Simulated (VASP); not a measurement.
**MgS: single point with PBE**

The system is MgS.

```
Mg S
1.0
     0.00000    2.63060    2.63060
     2.63060    0.00000    2.63060
     2.63060    2.63060    0.00000
Mg S
1 1
Direct
  0.00000 0.00000 0.00000
  0.50000 0.50000 0.50000
```

| Quantity | Value |
| --- | --- |
| Program | VASP 6.6.1 |
| Task | single point |
| Functional | PBE |
| Potentials or basis | VASP PAW PBE potentials, release 64 (Mg, S) |
| Cutoff | 600 eV |
| k mesh | 3 × 3 × 3 |
| Occupations | gaussian, width 0.01 eV |
| Spin | no spin polarisation |
| Dipole correction | no |
| Further INCAR settings | ALGO = Normal; EDIFF = 1e-06; NBANDS = 11 |

```
Pressure               : -0.1 GPa
Band gap on the k mesh : 3.41 eV, direct
```

Levels at points of the mesh, in eV from the valence-band top:
| k point | band 1 | band 2 | band 3 | band 4 | band 5 | band 6 | band 7 | band 8 |
| --- | --- | --- | --- | --- | --- | --- | --- | --- |
| (0.00, 0.00, 0.00) | -12.49 | 0.00 | 0.00 | 0.00 | 3.41 | 7.91 | 7.91 | 7.91 |

Run time: 4.9 s on 1 thread of Intel(R) Xeon(R) Platinum 8259CL CPU @ 2.50GHz (Skylake/Cascade Lake), with other jobs on the host, peak memory 0.16 GiB.

Caveat: the k points lie up to 0.69 Å⁻¹ apart. PBE gaps usually lie below the measured ones, often by a third to a half.
